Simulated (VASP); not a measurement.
**As: electric field gradients with LDA**

The system is As.

```
As
1.0
     1.84138    1.06312    3.41461
    -1.84138    1.06312    3.41461
     0.00000   -2.12624    3.41461
As
2
Direct
  0.22754 0.22754 0.22754
  0.77246 0.77246 0.77246
```

```json
{
 "Program": "VASP 6.6.1",
 "Task": "electric field gradients",
 "Functional": "LDA",
 "Potentials or basis": "VASP PAW LDA potentials, release 64 (As)",
 "Cutoff": "520 eV",
 "k mesh": "13 × 13 × 13",
 "Occupations": "fermi-dirac, width 0.05 eV",
 "Spin": "no spin polarisation",
 "Dipole correction": "no",
 "Further INCAR settings": "ALGO = Normal; EDIFF = 1e-08; NBANDS = 12"
}
```

The pressure is 4.4 GPa and the largest force is 0.588 eV/Å. The band gap on the k mesh is zero (bands 5 and 6 overlap by 0.36 eV). The largest electric field gradient by atom is As -46.0 V/Å².

Forces on the atoms (eV/Å):
```
As   0.000  0.000  0.588
As   0.000  0.000 -0.588
```

Stress tensor (GPa, compression positive):
```
5.34 0.00 0.00
0.00 5.34 0.00
0.00 0.00 2.46
```

Levels at points of the mesh, in eV from the Fermi level:
```
           k point  band 2  band 3  band 4  band 5  band 6  band 7  band 8  band 9
(0.00, 0.00, 0.00)   -5.58   -2.83   -2.22   -2.22    1.65    2.95    2.95    6.68
```

Electric field gradients, principal values (V/Å²):
| atom | least | middle | greatest (by size) |
| --- | --- | --- | --- |
| 1 As | 22.988 | 22.988 | -45.976 |
| 2 As | 22.988 | 22.988 | -45.976 |

Wall time 44 s on 1 thread of AMD EPYC 9R45 96-Core Processor (Zen 5), on a shared host, peak memory 0.18 GiB.

Caveat: the cell stands under pressure; without QUAD_EFG the Cq values of the log hold for a quadrupole moment of 1 mb, not for the nuclei.
